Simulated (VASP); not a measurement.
# HgTe (F-43m) in VASP: single point with PBE

Aim: the single point of HgTe with PBE.

All numbers are computed with VASP 6.6.1; they aren't measurements. Logs are shortened: lines on timing, memory, paths and dates and some standing lists are left out, and cuts for length are marked.

## (1) The cell of the first run

Symmetry: F-43m, No. 216, cubic system. Conventional cell: a = 6.653 Å, b = 6.653 Å, c = 6.653 Å, α = 90.00°, β = 90.00°, γ = 90.00°. Hg (site symmetry -43m) has 4 Te at 2.88 Å within 3.8 Å. Within 3.8 Å of Te (site symmetry -43m) lie 4 Hg at 2.88 Å.

## (2) Single point, PBE

POSCAR

```
HgTe
1.0
    0.0000000000      3.3264077998      3.3264077998
    3.3264077998      0.0000000000      3.3264077998
    3.3264077998      3.3264077998      0.0000000000
Hg Te
1 1
Direct
    0.0000000000      0.0000000000      0.0000000000
    0.2500000000      0.2500000000      0.2500000000
```

INCAR.step1

```
PREC     = Accurate       # precision mode
ENCUT    = 520            # plane-wave cutoff, eV
EDIFF    = 1E-7           # SCF threshold, eV
ISMEAR   = 0              # smearing method
SIGMA    = 0.1            # smearing width, eV
LREAL    = F              # projectors in reciprocal space
LASPH    = T              # aspherical terms in the spheres
NELM     = 100            # most SCF steps
ALGO     = Normal         # electronic algorithm
ISIF     = 2              # what is computed and relaxed
LWAVE    = F              # write WAVECAR
LCHARG   = T              # write CHGCAR
GGA      = PE             # functional
NBANDS   = 16             # bands
```

KPOINTS.step1

```
Automatic mesh
0
Gamma
  12 12 12
```

INCAR.step2

```
PREC     = Accurate       # precision mode
ENCUT    = 520            # plane-wave cutoff, eV
EDIFF    = 1E-7           # SCF threshold, eV
ISMEAR   = -5             # smearing method
SIGMA    = 0.1            # smearing width, eV
LREAL    = F              # projectors in reciprocal space
LASPH    = T              # aspherical terms in the spheres
NELM     = 100            # most SCF steps
ALGO     = Normal         # electronic algorithm
ISIF     = 2              # what is computed and relaxed
LWAVE    = F              # write WAVECAR
LCHARG   = F              # write CHGCAR
GGA      = PE             # functional
LORBIT   = 10             # projections on sites
NEDOS    = 1001           # points of the DOS
ICHARG   = 11             # starting density
```

KPOINTS.step2

```
Automatic mesh
0
Gamma
  18 18 18
```

Potentials or basis: VASP PAW PBE potentials, release 64 (Hg, Te).

The run is started by

```bash
cat potpaw_PBE.64/Hg/POTCAR potpaw_PBE.64/Te/POTCAR > POTCAR
cp INCAR.step1 INCAR
cp KPOINTS.step1 KPOINTS
mpirun -np 1 vasp_std > vasp.out
cp INCAR.step2 INCAR
cp KPOINTS.step2 KPOINTS
mpirun -np 1 vasp_std > vasp.out
```

OUTCAR:

```text
PREC = Accurate
   ENCUT = 520
   EDIFF = 1E-7
   ISMEAR = -5
   LREAL = F
   LASPH = T
   NELM = 100
   ISIF = 2
   GGA = PE
   LORBIT = 10
   ICHARG = 11

 ion  position               nearest neighbor table
   1  0.000  0.000  0.000-   2 2.88   2 2.88   2 2.88   2 2.88
   2  0.250  0.250  0.250-   1 2.88   1 2.88   1 2.88   1 2.88

  LATTYP: Found a face centered cubic cell.
 ALAT       =     6.6528155996

  Lattice vectors:

 A1 = (   0.0000000000,   3.3264077998,   3.3264077998)
 A2 = (   3.3264077998,   0.0000000000,   3.3264077998)
 A3 = (   3.3264077998,   3.3264077998,   0.0000000000)

Analysis of symmetry for initial positions (statically):
=====================================================================
 Subroutine PRICEL returns:
 Original cell was already a primitive cell.

 Routine SETGRP: Setting up the symmetry group for a
 face centered cubic supercell.

 Subroutine GETGRP returns: Found 24 space group operations
 (whereof 24 operations were pure point group operations)
 out of a pool of 48 trial point group operations.

The static configuration has the point symmetry T_d .

Analysis of symmetry for dynamics (positions and initial velocities):
=====================================================================
 Subroutine PRICEL returns:
 Original cell was already a primitive cell.

 Routine SETGRP: Setting up the symmetry group for a
 face centered cubic supercell.

 Subroutine GETGRP returns: Found 24 space group operations
 (whereof 24 operations were pure point group operations)
 out of a pool of 48 trial point group operations.

The dynamic configuration has the point symmetry T_d .

 Subroutine INISYM returns: Found 24 space group operations
 (whereof 24 operations are pure point group operations),
 and found     1 'primitive' translations

----------------------------------------------------------------------------------------

                                     Primitive cell

  volume of cell :      73.6133

  direct lattice vectors                    reciprocal lattice vectors
     0.000000000  3.326407800  3.326407800    -0.150312298  0.150312298  0.150312298
     3.326407800  0.000000000  3.326407800     0.150312298 -0.150312298  0.150312298
     3.326407800  3.326407800  0.000000000     0.150312298  0.150312298 -0.150312298

  length of vectors
     4.704251024  4.704251024  4.704251024     0.260348537  0.260348537  0.260348537

  position of ions in fractional coordinates (direct lattice)
     0.000000000  0.000000000  0.000000000
     0.250000000  0.250000000  0.250000000

  ion indices of the primitive-cell ions
   primitive index   ion index
                 1           1
                 2           2

----------------------------------------------------------------------------------------

 KPOINTS: Automatic mesh

Automatic generation of k-mesh.
 Grid dimensions read from file:
 generate k-points for:   18   18   18

 Generating k-lattice:

  Cartesian coordinates                     Fractional coordinates (reciprocal lattice)
    -0.008350683  0.008350683  0.008350683     0.055555556  0.000000000  0.000000000
     0.008350683 -0.008350683  0.008350683     0.000000000  0.055555556  0.000000000
     0.008350683  0.008350683 -0.008350683     0.000000000  0.000000000  0.055555556

  Length of vectors
     0.014463808  0.014463808  0.014463808

  Shift w.r.t. Gamma in fractional coordinates (k-lattice)
     0.000000000  0.000000000  0.000000000

 TETIRR: Found    806 inequivalent tetrahedra from    34992

 Subroutine IBZKPT returns following result:
 ===========================================

 Found    195 irreducible k-points:

 Following reciprocal coordinates:
            Coordinates               Weight
  0.000000  0.000000  0.000000      1.000000
  0.055556  0.000000  0.000000      8.000000
  0.111111  0.000000  0.000000      8.000000
  0.166667  0.000000  0.000000      8.000000
  0.222222  0.000000  0.000000      8.000000
  0.277778  0.000000  0.000000      8.000000
[... 16 lines left out ...]
 -0.277778  0.055556  0.000000     24.000000
 -0.222222  0.055556  0.000000     24.000000
 [... further k-points ...]
   k-points           NKPTS =    195   k-points in BZ     NKDIM =    195   number of bands    NBANDS=     13
   number of dos      NEDOS =   1001   number of ions     NIONS =      2
   total plane-waves  NPLWV =  46656
   dimension x,y,z NGX =    36 NGY =   36 NGZ =   36
   dimension x,y,z NGXF=    72 NGYF=   72 NGZF=   72
   ions per type =               1   1
   NGX,Y,Z   is equivalent  to a cutoff of  12.72, 12.72, 12.72 a.u.
   NGXF,Y,Z  is equivalent  to a cutoff of  25.44, 25.44, 25.44 a.u.
 SYSTEM =  unknown system
   PREC   = accura    normal or accurate (medium, high low for compatibility)
   ISTART =      0    job   : 0-new  1-cont  2-samecut
   ICHARG =     11    charge: 1-file 2-atom 10-const
   ISPIN  =      1    spin polarized calculation?
   LNONCOLLINEAR =      F non collinear calculations
   LSORBIT =      F    spin-orbit coupling
   LASPH  =      T    aspherical Exc in radial PAW
   ENCUT  =  520.0 eV  38.22 Ry    6.18 a.u.   8.75  8.75  8.75*2*pi/ulx,y,z
   NELM   =    100;   NELMIN=  2; NELMDL=  0     # of ELM steps
   EDIFF  = 0.1E-06   stopping-criterion for ELM
   LREAL  =      F    real-space projection
   EDIFFG = 0.1E-05   stopping-criterion for IOM
   NSW    =      0    number of steps for IOM
   IBRION =     -1    ionic relax: 0-MD 1-quasi-New 2-CG
   NFREE  =      0    steps in history (QN), initial steepest desc. (CG)
   ISIF   =      2    stress and relaxation
   ISYM   =      2    0-nonsym 1-usesym 2-fastsym
   POTIM  = 0.5000    time-step for ionic-motion
   TEBEG  =    0.0;   TEEND  =   0.0 temperature during run
   PSTRESS=    0.0 pullay stress
   NELECT =      18.0000    total number of electrons
   NUPDOWN=      -1.0000    fix difference up-down
   EMIN   =  10.00;   EMAX   =-10.00  energy-range for DOS
   EFERMI =   0.00;   METHOD = LEGACY
   ISMEAR =    -5;   SIGMA  =   0.10  broadening in eV -4-tet -1-fermi 0-gaus
   EFERMI_NEDOS =   21; number of points for ismear=-14 and -15
   IALGO  =     38    algorithm
   IMIX   =      4    mixing-type and parameters
     AMIX     =   0.40;   BMIX     =  1.00
     AMIX_MAG =   1.60;   BMIX_MAG =  1.00
  volume/ion in A,a.u.               =      36.81       248.38
  Fermi-wavevector in a.u.,A,eV,Ry     =   1.023718  1.934546 14.258875  1.047998
  Thomas-Fermi vector in A             =   2.157466
   LORBIT       =     10    0 simple, 1 ext, 2 COOP (PROOUT), +10 PAW based schemes
   GGA     = PE    functional components
   LHFCALC =     F    Hartree Fock is set to
   AEXX    =    0.0000 exact exchange contribution
   IVDW    =     0    specifies the selected vdW correction
   LEPSILON=     F    determine dielectric tensor
   LRPA    =     F    only Hartree local field effects (RPA)
 non-spin polarized calculation
 Fermi weights with tetrahedron method with Bloechl corrections
  energy-cutoff  :      520.00
  volume of cell :       73.61
 maximum number of plane-waves:      2012

 number of electron      17.9999998 magnetization

 Free energy of the ion-electron system (eV)
  ---------------------------------------------------
  ext. energy  EPLUGINS =         0.00000000
  ---------------------------------------------------
  free energy    TOTEN  =        -3.65180643 eV

  energy without entropy =       -3.65180643  energy(sigma->0) =       -3.65180643

 E-fermi :   2.2259     XC(G=0):  -8.3538

 val. band max:        2.2254474545   @ k =   0.0000   0.0000   0.0000
 cond. band min:       2.2254474697   @ k =   0.0000   0.0000   0.0000
 fundamental gap:      0.0000000152
 Fermi energy:         2.2259290261

 k-point     1 :       0.0000    0.0000    0.0000
  band No.  band energies     occupation
      1      -9.1825      2.00000
      2      -4.6624      2.00000
      3      -4.6624      2.00000
      4      -4.6624      2.00000
      5      -4.2291      2.00000
      6      -4.2291      2.00000
      7       1.3000      2.00000
      8       2.2254      2.00000
      9       2.2254      2.00000
     10       2.2254      0.00001
     11       6.6001      0.00000
     12       6.6001      0.00000
     13       6.6001      0.00000

 k-point     2 :       0.0556    0.0000    0.0000
  band No.  band energies     occupation
      1      -9.1695      2.00000
      2      -4.6587      2.00000
      3      -4.6587      2.00000
      4      -4.6569      2.00000
      5      -4.2295      2.00000
      6      -4.2295      2.00000
      7       1.0352      2.00000
      8       2.1950      2.00000
      9       2.1950      2.00000
     10       2.4213     -0.00000
     11       6.5428      0.00000
     12       6.6440      0.00000
     13       6.6440      0.00000

 k-point     3 :       0.1111    0.0000    0.0000
  band No.  band energies     occupation
      1      -9.1315      2.00000
      2      -4.6483      2.00000
      3      -4.6483      2.00000
      4      -4.6390      2.00000
      5      -4.2304      2.00000
      6      -4.2304      2.00000
      7       0.5186      2.00000
      8       2.1100      2.00000
      9       2.1100      2.00000
     10       2.7237      0.00000
     11       6.4829      0.00000
     12       6.7641      0.00000
     13       6.7641      0.00000
[... 305 lines left out ...]
 k-point    23 :      -0.2778    0.0556    0.0000
  band No.  band energies     occupation
      1      -8.8811      2.00000
      2      -4.5916      2.00000
      3      -4.5832      2.00000
      4      -4.4241      2.00000
      5      -4.2340      2.00000
      6      -4.2183      2.00000
      7      -1.4324      2.00000
      8       1.4015      2.00000
      9       1.7209      2.00000
     10       3.2084      0.00000
     11       7.1698      0.00000
     12       7.2033      0.00000
     13       7.6043      0.00000

 k-point    24 :      -0.2222    0.0556    0.0000
  band No.  band energies     occupation
      1      -8.9619      2.00000
      2      -4.6098      2.00000
      3      -4.5998      2.00000
      4      -4.5193      2.00000
      5      -4.2367      2.00000
      6      -4.2227      2.00000
      7      -0.8793      2.00000
      8       1.5434      2.00000
      9       1.8662      2.00000
     10       3.2041      0.00000
     11       6.8276      0.00000
     12       7.0736      0.00000
     13       7.3880      0.00000

 [... further k-points ...]
[... 5 lines left out ...]
  --------------------------------------------------------------------------------------
  -------------------------------------------------------------------------------------
  Total        0.0048412      0.0048412      0.0048412      0.0000000      0.0000000      0.0000000
  in kB        0.1053672      0.1053672      0.1053672      0.0000000      0.0000000      0.0000000
  external PRESSURE =       0.1053672 kB  Pullay stress =       0.0000000 kB

 VOLUME and BASIS-vectors are now :
 -----------------------------------------------------------------------------
  energy-cutoff  :      520.00
  volume of cell :       73.61
      direct lattice vectors                 reciprocal lattice vectors
     0.000000000  3.326407800  3.326407800    -0.150312298  0.150312298  0.150312298
     3.326407800  0.000000000  3.326407800     0.150312298 -0.150312298  0.150312298
     3.326407800  3.326407800  0.000000000     0.150312298  0.150312298 -0.150312298

 POSITION                                       TOTAL-FORCE (eV/Angst)
 -----------------------------------------------------------------------------------
      0.00000      0.00000      0.00000        -0.000000     -0.000000      0.000000
      1.66320      1.66320      1.66320         0.000000      0.000000     -0.000000
 -----------------------------------------------------------------------------------
    total drift:                               -0.000000     -0.000000     -0.000000

  FREE ENERGIE OF THE ION-ELECTRON SYSTEM (eV)
  ---------------------------------------------------
  free  energy   TOTEN  =        -3.6518064350 eV

  energy  without entropy=       -3.6518064350  energy(sigma->0) =       -3.65180643

 total charge

# of ion       s       p       d       tot
------------------------------------------
    1        0.741   0.356   9.361  10.458
    2        1.374   1.942   0.025   3.341
--------------------------------------------------
tot          2.115   2.298   9.386  13.800
```

It took 2.8 min on 1 thread of Intel Xeon Platinum 8259CL at 2.50GHz (Skylake/Cascade Lake), shared host; peak memory 0.36 GiB.

What came out:

| Property | Result |
| --- | --- |
| Valence electrons inside the program's atomic spheres | Hg 10.46; Te 3.34 |

Levels at points of the mesh, in eV from the Fermi level:
```
           k point  band 6  band 7  band 8  band 9  band 10  band 11  band 12  band 13
(0.00, 0.00, 0.00)   -6.46   -0.93    0.00    0.00     0.00     4.37     4.37     4.37
(0.50, 0.00, 0.00)   -6.21   -4.95   -0.83   -0.83     0.70     5.11     5.11     6.80
(0.50, 0.50, 0.00)   -6.09   -4.98   -1.92   -1.92     1.91     2.71     7.92     8.51
```

Caveat: spin-orbit coupling is left out, which moves the levels of the heavy elements.
